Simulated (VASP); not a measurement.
**CaI: single point with PBE**

Crystal: CaI.

```
Ca I
1.0
     4.14682    0.00000    0.00000
    -2.07341    3.59125    0.00000
     0.00000    0.00000    4.57623
Ca I
1 1
Direct
  0.00000 0.00000 0.50000
  0.66667 0.33333 0.00000
```

```yaml
Program: VASP 6.6.1
Task: single point
Functional: PBE
Potentials_or_basis: VASP PAW PBE potentials, release 64 (Ca_sv, I)
Cutoff: 520 eV
k_mesh: 8 × 8 × 6
Occupations: gaussian, width 0.3 eV
Spin: no spin polarisation
```

```json
{
  "Pressure": "0.0 GPa"
}
```

Stress tensor (GPa, compression positive):
```
-0.10  0.00  0.00
 0.00 -0.10  0.00
 0.00  0.00  0.20
```

Levels at points of the mesh, in eV from the Fermi level:
```tsv
k point	band 7	band 8	band 9	band 10	band 11	band 12
(0.00, 0.00, 0.00)	-3.66	-3.66	-1.46	0.63	2.24	2.24
(0.50, 0.00, 0.00)	-4.65	-4.15	-0.13	1.11	1.99	2.17
(0.00, 0.00, 0.50)	-3.54	-3.54	1.41	1.49	1.49	2.21
(0.50, 0.00, 0.50)	-5.61	-4.28	-0.54	1.67	2.31	3.19
```

It took 23 s on 1 thread of Intel(R) Xeon(R) Platinum 8559C (Emerald Rapids), with other jobs on the host, peak memory 0.19 GiB.

Caveat: spin-orbit coupling is left out, which moves the levels of the heavy elements; an odd number of electrons without spin polarisation forces a metal; a magnetic or distorted state may lie lower.
